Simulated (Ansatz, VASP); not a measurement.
## KCl: VASP beside Ansatz

File POSCAR:

```
KCl
1.0
    0.0000000000      3.5072828324      3.4676505364
    3.5072828324      0.0000000000      3.4676505364
    3.5072828324      3.5072828324      0.0000000000
K Cl
1 1
Direct
    0.0000000000      0.0000000000      0.0000000000
    0.2500000000      0.2500000000      0.2500000000
```

The input INCAR.step1:

```
SYSTEM = KCl
PREC = Accurate
ENCUT = 520
ISMEAR = 0
SIGMA = 0.01
LREAL = .False.
LASPH = .True.
NELM = 100
NBANDS = 15
GGA = PE
ALGO = Normal
EDIFF = 1E-4
LWAVE = .True.
LCHARG = .False.
```

File INCAR.step2:

```
SYSTEM = KCl
PREC = Accurate
ENCUT = 520
EDIFF = 1E-7
ISMEAR = 0
SIGMA = 0.01
LREAL = .False.
LASPH = .True.
NELM = 100
ALGO = Normal
ISIF = 2
LWAVE = .False.
LCHARG = .True.
METAGGA = R2SCAN
LMIXTAU = .True.
LELF = .True.
LVHAR = .True.
NBANDS = 15
ISTART = 1
```

Contents of KPOINTS:

```
Automatic mesh
0
Gamma
  6 6 6
  0 0 0
```

Input for Ansatz:

```yaml
crystal:
  lattice:
    - [0.0, 3.5072828324, 3.4676505364]
    - [3.5072828324, 0.0, 3.4676505364]
    - [3.5072828324, 3.5072828324, 0.0]
  atoms:
    - { symbol: K, position: [0.0, 0.0, 0.0] }
    - { symbol: Cl, position: [0.25, 0.25, 0.25] }
kpoints:
  mp_grid: { grid: [6, 6, 6] }
  band_path:
    path:
      - [0.0, 0.0, 0.0]
      - [-0.5, -0.5, 0.0]
      - [-0.375, -0.375, 0.25]
      - [-0.375, 0.0, 0.375]
      - [0.0, 0.0, 0.5]
      - [-0.5, -0.25, 0.25]
      - [0.0, 0.5, 0.5]
    npoints: 1
hamiltonian:
  xc: r2scan
scf:
  occupations: { method: fixed }
  n_extra_bands: 4
output:
  forces: true
  stress: true
  eigenvalues: true
  write_density: true
  write_potential: true
  elf: true
  volumetric_format: npy
```

Change from the starting cell: uniaxial_z strain -1.1%.

Alike in both runs: task single point; functional r2SCAN; k mesh 6 × 6 × 6; no spin polarisation.

|  | VASP | Ansatz |
| --- | --- | --- |
| version | VASP 6.6.1 | Ansatz 0.2.0 |
| potentials or method | VASP PAW PBE potentials, release 64 (K_sv, Cl) | plane waves, PAW |
| plane-wave cutoff (eV) | 520 | 500 |
| occupations | gaussian, width 0.01 eV | fixed |
| valence electrons in the cell | 16 | 16 |

|  | VASP | Ansatz | Ansatz less VASP |
| --- | --- | --- | --- |
| gap on the k mesh at the Fermi level (eV) | 5.37 | 5.37 | -0.002 |
| pressure (GPa) | 0.1 | 0.1 | +0.01 |

VASP's potentials were made for PBE, not for r2SCAN.
